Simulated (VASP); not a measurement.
# CdSe: single point with PBEsol

Crystal: CdSe.

```
CELL_PARAMETERS angstrom
-0.01521 3.03374 3.03374
3.03374 -0.01521 3.03374
3.03374 3.03374 -0.01521
ATOMIC_POSITIONS crystal
Cd 0.00050 0.00050 0.00050
Se 0.74950 0.74950 0.74950
```

This cell differs from its parent crystal: equal xy, yz and zx engineering shears of -0.5 %.

| Item | Value |
| --- | --- |
| Program | VASP 6.6.1 |
| Task | single point |
| Functional | PBEsol |
| Potentials or basis | VASP PAW PBE potentials, release 64 (Cd, Se) |
| Cutoff | 500 eV |
| k mesh | 6 × 6 × 6 |
| Occupations | gaussian, width 0.01 eV |
| Spin | no spin polarisation |

- Pressure: 0.3 GPa
- Largest force: 0.004 eV/Å
- Band gap on the k mesh: 0.46 eV

Forces on the atoms (eV/Å):
```
Cd   0.002  0.002  0.002
Se  -0.002 -0.002 -0.002
```

Stress tensor (GPa, compression positive):
```
0.32 0.12 0.12
0.12 0.32 0.12
0.12 0.12 0.32
```

Levels at points of the mesh, in eV from the valence-band top:
| k point | band 7 | band 8 | band 9 | band 10 | band 11 | band 12 |
| --- | --- | --- | --- | --- | --- | --- |
| (0.00, 0.00, 0.00) | -0.03 | -0.03 | 0.00 | 0.46 | 5.80 | 5.80 |
| (0.50, 0.00, 0.00) | -4.48 | -0.79 | -0.76 | 2.28 | 6.35 | 6.36 |
| (0.50, 0.50, 0.00) | -4.15 | -1.92 | -1.88 | 2.97 | 3.65 | 8.95 |
| (0.50, 0.50, 0.50) | -4.45 | -0.80 | -0.80 | 2.22 | 6.30 | 6.30 |

Run time: 13 s on 1 thread of AMD EPYC 9R45 96-Core Processor (Zen 5), with other jobs on the host, peak memory 0.16 GiB.

Caveat: the cell differs from its parent crystal (equal xy, yz and zx engineering shears of -0.5 %); semilocal functionals underestimate gaps, and a narrow one can read as zero; the PAW data sets were made with another functional, which shifts forces and pressure a little.
